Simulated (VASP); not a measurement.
# WAu (P-1) in VASP: single point with PBE

Aim: the single point of WAu with PBE.

Everything below comes from runs of VASP 6.6.1. Logs are shortened: lines on timing, memory, paths and dates and some standing lists are left out, and cuts for length are marked.

## Step 1: The cell of the first run

The typed cell holds 8 atoms: a = 2.847 Å, b = 6.857 Å, c = 6.855 Å, α = 95.38°, β = 89.97°, γ = 90.01°.

## Step 2: Single point, PBE

The input, INCAR:

```
PREC = Accurate
ENCUT = 520
EDIFF = 1E-6
ISMEAR = 0
SIGMA = 0.1
LREAL = F
LASPH = T
NELM = 100
ALGO = Fast
ISIF = 2
LWAVE = F
LCHARG = T
GGA = PE
LELF = T
LVHAR = T
NBANDS = 60
```

The input, KPOINTS:

```
Automatic mesh
0
Gamma
  8 4 4
```

The input, POSCAR:

```
WAu
1.0
    0.0034512703     -2.8468014763     -0.0017935230
   -6.8487536206     -0.0068635558      0.3263363080
    0.3172911320      0.0008284412     -6.8472262599
W Au
4 4
Direct
    0.9994001989      0.4479634504      0.5520545079
    1.0005949005      0.5520393672     -0.0520526701
    1.0006118666      0.0520387331      0.4479457564
    0.9993963668     -0.0520349207      0.0520568884
    0.4998675529      0.7987838277      0.7012333579
    0.5001160797      0.7012129382      0.2987692450
    0.5001252000      0.2012146699      0.7987648123
    0.4998878345      0.2987819342      0.2012281021
```

Potentials or basis: VASP PAW PBE potentials, release 64 (W_sv, Au).

On the command line:

```bash
cat potpaw_PBE.64/W_sv/POTCAR potpaw_PBE.64/Au/POTCAR > POTCAR
mpirun -np 1 vasp_std > vasp.out
```

OUTCAR:

```text
PREC = Accurate
   ENCUT = 520
   EDIFF = 1E-6
   ISMEAR = 0
   LREAL = F
   LASPH = T
   NELM = 100
   ISIF = 2
   GGA = PE

 ion  position               nearest neighbor table
   1  0.999  0.448  0.552-   2 2.74   3 2.74   7 2.88   7 2.88   5 2.90   8 2.90   8 2.90   5 2.90
                             6 2.94   6 2.94
   2  0.001  0.552  0.948-   1 2.74   4 2.74   5 2.88   5 2.88   7 2.90   6 2.90   6 2.90   7 2.90
                             8 2.94   8 2.94
   3  0.001  0.052  0.448-   4 2.74   1 2.74   8 2.88   8 2.88   6 2.90   7 2.90   7 2.90   6 2.90
                             5 2.94   5 2.94
   4  0.999  0.948  0.052-   3 2.74   2 2.74   6 2.88   6 2.88   8 2.90   5 2.90   5 2.90   8 2.90
                             7 2.94   7 2.94
   5  0.500  0.799  0.701-   6 2.78   7 2.78   2 2.88   2 2.88   1 2.90   4 2.90   4 2.90   1 2.90
                             3 2.94   3 2.94
   6  0.500  0.701  0.299-   5 2.78   8 2.78   4 2.88   4 2.88   3 2.90   2 2.90   2 2.90   3 2.90
                             1 2.94   1 2.94
   7  0.500  0.201  0.799-   8 2.78   5 2.78   1 2.88   1 2.88   2 2.90   3 2.90   3 2.90   2 2.90
                             4 2.94   4 2.94
   8  0.500  0.299  0.201-   7 2.78   6 2.78   3 2.88   3 2.88   4 2.90   1 2.90   1 2.90   4 2.90
                             2 2.94   2 2.94

  LATTYP: Found a triclinic cell.
 ALAT       =     6.8545737871
 B/A-ratio  =     1.0002850157
 C/A-ratio  =     0.4153145362
 COS(alpha) =     0.0002399183
 COS(beta)  =     0.0005645955
 COS(gamma) =     0.0937805704

  Lattice vectors:

 A1 = (   0.3172911320,   0.0008284412,  -6.8472262599)
 A2 = (   6.8487536206,   0.0068635558,  -0.3263363080)
 A3 = (   0.0034512703,  -2.8468014763,  -0.0017935230)

Analysis of symmetry for initial positions (statically):
=====================================================================
 Subroutine PRICEL returns:
 Original cell was already a primitive cell.

 Routine SETGRP: Setting up the symmetry group for a
 triclinic supercell.

 Subroutine GETGRP returns: Found  1 space group operations
 (whereof  1 operations were pure point group operations)
 out of a pool of  2 trial point group operations.

The static configuration has the point symmetry C_1 .

Analysis of symmetry for dynamics (positions and initial velocities):
=====================================================================
 Subroutine PRICEL returns:
 Original cell was already a primitive cell.

 Routine SETGRP: Setting up the symmetry group for a
 triclinic supercell.

 Subroutine GETGRP returns: Found  1 space group operations
 (whereof  1 operations were pure point group operations)
 out of a pool of  2 trial point group operations.

The dynamic configuration has the point symmetry C_1 .

 Subroutine INISYM returns: Found  1 space group operations
 (whereof  1 operations are pure point group operations),
 and found     1 'primitive' translations

----------------------------------------------------------------------------------------

                                     Primitive cell

  volume of cell :     133.2061

  direct lattice vectors                    reciprocal lattice vectors
     0.003451270 -2.846801476 -0.001793523     0.000350780 -0.351270979 -0.000026245
    -6.848753621 -0.006863556  0.326336308    -0.146334902 -0.000173134 -0.006780981
     0.317291132  0.000828441 -6.847226260    -0.006974360  0.000083758 -0.146367711

  length of vectors
     2.846804133  6.856527448  6.854573787     0.351271155  0.146492032  0.146533803

  position of ions in fractional coordinates (direct lattice)
     0.999400199  0.447963450  0.552054508
     0.000594900  0.552039367  0.947947330
     0.000611867  0.052038733  0.447945756
     0.999396367  0.947965079  0.052056888
     0.499867553  0.798783828  0.701233358
     0.500116080  0.701212938  0.298769245
     0.500125200  0.201214670  0.798764812
     0.499887835  0.298781934  0.201228102

  ion indices of the primitive-cell ions
   primitive index   ion index
                 1           1
                 2           2
                 3           3
                 4           4
                 5           5
                 6           6
                 7           7
                 8           8

----------------------------------------------------------------------------------------

 KPOINTS: Automatic mesh

Automatic generation of k-mesh.
 Grid dimensions read from file:
 generate k-points for:    8    4    4

 Generating k-lattice:

  Cartesian coordinates                     Fractional coordinates (reciprocal lattice)
     0.000043847 -0.043908872 -0.000003281     0.125000000 -0.000000000  0.000000000
    -0.036583726 -0.000043284 -0.001695245    -0.000000000  0.250000000  0.000000000
    -0.001743590  0.000020940 -0.036591928     0.000000000  0.000000000  0.250000000

  Length of vectors
     0.043908894  0.036623008  0.036633451

  Shift w.r.t. Gamma in fractional coordinates (k-lattice)
     0.000000000  0.000000000  0.000000000

 Subroutine IBZKPT returns following result:
 ===========================================

 Found     68 irreducible k-points:

 Following reciprocal coordinates:
            Coordinates               Weight
  0.000000  0.000000  0.000000      1.000000
  0.125000 -0.000000  0.000000      2.000000
  0.250000 -0.000000  0.000000      2.000000
  0.375000 -0.000000  0.000000      2.000000
  0.500000 -0.000000  0.000000      1.000000
  0.000000  0.250000  0.000000      2.000000
[... 16 lines left out ...]
  0.500000  0.000000  0.250000      2.000000
 -0.375000  0.000000  0.250000      2.000000
 [... further k-points ...]
   k-points           NKPTS =     68   k-points in BZ     NKDIM =     68   number of bands    NBANDS=     60
   number of dos      NEDOS =    301   number of ions     NIONS =      8
   total plane-waves  NPLWV =  69984
   dimension x,y,z NGX =    24 NGY =   54 NGZ =   54
   dimension x,y,z NGXF=    48 NGYF=  108 NGZF=  108
   ions per type =               4   4
   NGX,Y,Z   is equivalent  to a cutoff of  14.02, 13.09, 13.10 a.u.
   NGXF,Y,Z  is equivalent  to a cutoff of  28.03, 26.19, 26.19 a.u.
 SYSTEM =  unknown system
   PREC   = accura    normal or accurate (medium, high low for compatibility)
   ISTART =      0    job   : 0-new  1-cont  2-samecut
   ICHARG =      2    charge: 1-file 2-atom 10-const
   ISPIN  =      1    spin polarized calculation?
   LNONCOLLINEAR =      F non collinear calculations
   LSORBIT =      F    spin-orbit coupling
   LASPH  =      T    aspherical Exc in radial PAW
   ENCUT  =  520.0 eV  38.22 Ry    6.18 a.u.   5.29 12.75 12.74*2*pi/ulx,y,z
   NELM   =    100;   NELMIN=  2; NELMDL= -5     # of ELM steps
   EDIFF  = 0.1E-05   stopping-criterion for ELM
   LREAL  =      F    real-space projection
   EDIFFG = 0.1E-04   stopping-criterion for IOM
   NSW    =      0    number of steps for IOM
   IBRION =     -1    ionic relax: 0-MD 1-quasi-New 2-CG
   NFREE  =      0    steps in history (QN), initial steepest desc. (CG)
   ISIF   =      2    stress and relaxation
   ISYM   =      2    0-nonsym 1-usesym 2-fastsym
   POTIM  = 0.5000    time-step for ionic-motion
   TEBEG  =    0.0;   TEEND  =   0.0 temperature during run
   PSTRESS=    0.0 pullay stress
   NELECT =     100.0000    total number of electrons
   NUPDOWN=      -1.0000    fix difference up-down
   EMIN   =  10.00;   EMAX   =-10.00  energy-range for DOS
   EFERMI =   0.00;   METHOD = LEGACY
   ISMEAR =     0;   SIGMA  =   0.10  broadening in eV -4-tet -1-fermi 0-gaus
   EFERMI_NEDOS =   21; number of points for ismear=-14 and -15
   IALGO  =     68    algorithm
   IMIX   =      4    mixing-type and parameters
     AMIX     =   0.40;   BMIX     =  1.00
     AMIX_MAG =   1.60;   BMIX_MAG =  1.00
  volume/ion in A,a.u.               =      16.65       112.36
  Fermi-wavevector in a.u.,A,eV,Ry     =   1.487876  2.811679 30.120251  2.213776
  Thomas-Fermi vector in A             =   2.600982
   LORBIT       =      0    0 simple, 1 ext, 2 COOP (PROOUT), +10 PAW based schemes
   GGA     = PE    functional components
   LHFCALC =     F    Hartree Fock is set to
   AEXX    =    0.0000 exact exchange contribution
   IVDW    =     0    specifies the selected vdW correction
   LEPSILON=     F    determine dielectric tensor
   LRPA    =     F    only Hartree local field effects (RPA)
 non-spin polarized calculation
 RMM-DIIS sequential band-by-band and
 Gauss-broadening in eV      SIGMA  =   0.10
  energy-cutoff  :      520.00
  volume of cell :      133.21
 maximum number of plane-waves:      3613
 NGX is ok and might be reduce to    24
   NGX = 11   NGY = 25   NGZ = 25

 number of electron     100.0000009 magnetization

 Free energy of the ion-electron system (eV)
  ---------------------------------------------------
  ext. energy  EPLUGINS =         0.00000000
  ---------------------------------------------------
  free energy    TOTEN  =       -61.51439035 eV

  energy without entropy =      -61.48371980  energy(sigma->0) =      -61.49905507

 E-fermi :  10.5557     XC(G=0): -13.1319

 val. band max:       10.5539948223   @ k =   0.2500   0.2500   0.5000
 cond. band min:      10.5577842444   @ k =   0.5000  -0.0000   0.0000
 fundamental gap:      0.0037894221
 Fermi energy:        10.5557307527

 k-point     1 :       0.0000    0.0000    0.0000
  band No.  band energies     occupation
      1     -63.6919      2.00000
      2     -63.6632      2.00000
      3     -63.6629      2.00000
      4     -63.6343      2.00000
      5     -28.0904      2.00000
      6     -28.0772      2.00000
[... 52 lines left out ...]
     59      13.3617      0.00000
     60      13.4086      0.00000

 k-point     2 :       0.1250   -0.0000    0.0000
  band No.  band energies     occupation
      1     -63.6866      2.00000
      2     -63.6579      2.00000
      3     -63.6577      2.00000
      4     -63.6291      2.00000
      5     -28.0799      2.00000
      6     -28.0660      2.00000
[... 1375 lines left out ...]
     59      14.2334      0.00000
     60      14.5244      0.00000

 k-point    24 :      -0.3750    0.0000    0.2500
  band No.  band energies     occupation
      1     -63.6588      2.00000
      2     -63.6435      2.00000
      3     -63.6218      2.00000
      4     -63.6063      2.00000
      5     -28.1211      2.00000
      6     -28.0906      2.00000
[... 52 lines left out ...]
     59      13.2620      0.00000
     60      14.1645      0.00000

 [... further k-points ...]

------------------------ aborting loop because EDIFF is reached ----------------------------------------

  FORCE on cell =-STRESS in cart. coord.  units (eV):
  Direction    XX          YY          ZZ          XY          YZ          ZX
  --------------------------------------------------------------------------------------
  -------------------------------------------------------------------------------------
  Total        0.0082413      0.0269221      0.0507227      0.0033976     -0.0115577     -0.0534406
  in kB        0.0991250      0.3238135      0.6100827      0.0408655     -0.1390137     -0.6427731
  external PRESSURE =       0.3443404 kB  Pullay stress =       0.0000000 kB

 VOLUME and BASIS-vectors are now :
 -----------------------------------------------------------------------------
  energy-cutoff  :      520.00
  volume of cell :      133.21
      direct lattice vectors                 reciprocal lattice vectors
     0.003451270 -2.846801476 -0.001793523     0.000350780 -0.351270979 -0.000026245
    -6.848753621 -0.006863556  0.326336308    -0.146334902 -0.000173134 -0.006780981
     0.317291132  0.000828441 -6.847226260    -0.006974360  0.000083758 -0.146367711

 POSITION                                       TOTAL-FORCE (eV/Angst)
 -----------------------------------------------------------------------------------
     -2.88938     -2.84771     -3.63565        -0.007831     -0.000578      0.008546
     -3.48000     -0.00470     -6.31066         0.008044      0.000543     -0.008325
     -0.21427     -0.00173     -3.05020         0.007801      0.000732     -0.008398
     -6.47241     -2.85155     -0.04888        -0.007583     -0.000621      0.008519
     -5.24645     -1.42793     -4.54173        -0.010356     -0.000605      0.010579
     -4.70591     -1.42830     -1.81781         0.010287      0.000397     -0.010565
     -1.12290     -1.42448     -5.40456         0.010246      0.000504     -0.010617
     -1.98071     -1.42497     -1.28125        -0.010609     -0.000373      0.010260
 -----------------------------------------------------------------------------------
    total drift:                               -0.000189     -0.000005      0.000185

  FREE ENERGIE OF THE ION-ELECTRON SYSTEM (eV)
  ---------------------------------------------------
  free  energy   TOTEN  =       -61.5143903480 eV

  energy  without entropy=      -61.4837198009  energy(sigma->0) =      -61.49905507
```

Wall time 12 min (1 thread of Intel Xeon Platinum 8375C at 2.90GHz (Ice Lake), shared host); peak memory 0.52 GiB.

Results:

```
Free energy            : -61.5144 eV
Pressure               : 0.0 GPa
Largest force          : 0.015 eV/Å
Band gap on the k mesh : zero (bands 50 and 51 overlap by 1.57 eV)
```

Forces on the atoms (eV/Å):
```
W   -0.008 -0.001  0.009
W    0.008  0.001 -0.008
W    0.008  0.001 -0.008
W   -0.008 -0.001  0.009
Au  -0.010 -0.001  0.011
Au   0.010  0.000 -0.011
Au   0.010  0.001 -0.011
Au  -0.011  0.000  0.010
```

Caveat: spin-orbit coupling is left out, which moves the levels of the heavy elements.
